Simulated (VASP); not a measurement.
Here is a VASP 6.6.1 calculation.

Contents of INCAR:

```
SYSTEM = BN
PREC     = Accurate       ! precision mode
ENCUT    = 520            ! plane-wave cutoff, eV
EDIFF    = 1E-6           ! SCF threshold, eV
ISMEAR   = 0              ! smearing method
SIGMA    = 0.05           ! smearing width, eV
LREAL    = .False.        ! projectors in reciprocal space
LASPH    = .True.         ! aspherical terms in the spheres
NELM     = 80             ! most SCF steps
ALGO     = Normal         ! electronic algorithm
ISIF     = 2              ! what is computed and relaxed
LWAVE    = .False.        ! write WAVECAR
LCHARG   = .False.        ! write CHGCAR
GGA      = PE             ! functional
NBANDS   = 11             ! bands
```

Contents of KPOINTS:

```
Automatic mesh
0
Gamma
  12 12 12
  0 0 0
```

Contents of POSCAR:

```
BN
1.0
    0.0000000000      1.6551294872      1.9855200182
    1.9855200182      0.0000000000      1.9855200182
    1.9855200182      1.6551294872      0.0000000000
B N
1 1
Direct
    0.0000000000      0.0000000000      0.0000000000
    0.7500000000      0.7500000000      0.7500000000
```

Potentials or basis: VASP PAW PBE potentials, release 64 (B, N).

Launch:

```sh
$ cat potpaw_PBE.64/B/POTCAR potpaw_PBE.64/N/POTCAR > POTCAR
$ mpirun -np 1 vasp_std > vasp.out
```

What does it give for the band gap on the k mesh?

2.01 eV, indirect (least direct gap 6.94 eV).

Predict the pressure.

-29.2 GPa.

Stress tensor (GPa, compression positive):
```
-55.47   0.00   0.00
  0.00  23.27   0.00
  0.00   0.00 -55.47
```

 A k mesh can miss the band edges.
